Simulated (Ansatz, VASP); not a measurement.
## Two plane-wave programs on Si16N

```xyz
17
Lattice="0.0000 5.4300 5.4300 5.4300 0.0000 5.4300 5.4300 5.4300 0.0000" Properties=species:S:1:pos:R:3 pbc="T T T"
Si   -0.0511    0.0863    0.1247
Si    1.3128    1.4573    1.4365
Si    2.6273    2.6273   -0.1274
Si    3.9849    3.9344    1.2042
Si    2.6875    0.0458    2.7363
Si    4.0174    1.3753    4.1273
Si    5.3261    2.6824    2.6769
Si    6.7015    4.0584    3.9847
Si    0.2644    3.0550    2.8472
Si    1.5704    4.3580    4.2529
Si    2.5711    5.3569    2.4031
Si    4.2629    7.0539    3.9473
Si    2.7284    2.7364    5.5553
Si    4.0995    4.1032    6.8644
Si    5.2697    5.4167    5.2996
Si    6.5773    6.7703    6.6345
N     9.1931    6.5535    7.8477
```

Alike in both runs: functional PBE; dispersion D3(BJ); k mesh 2 × 2 × 2; occupations gaussian, width 0.05 eV; collinear spin.

Ansatz relaxed the structure, and its values are those at the end. VASP's run is a single point on that final structure, the one shown.

|  | VASP | Ansatz |
| --- | --- | --- |
| version | VASP 6.6.1 | Ansatz 0.2.0 |
| potentials or method | VASP PAW PBE potentials, release 64 (Si, N), cutoff 520 eV | scalar-relativistic, plane waves, PAW |
| valence electrons in the cell | 69 | 69 |

VASP gave:

```
rms of the force components (eV/Å) : 0.011
net moment per atom (μB)           : 0.00
```

**Question.** Which values does Ansatz return?

**Answer.** rms of the force components (eV/Å): 0.007; net moment per atom (μB): 0.00.

Ansatz's warnings: filled band counts differ across k points, seeded moment not kept.

The k mesh is coarse, so the values compare programs but aren't converged.
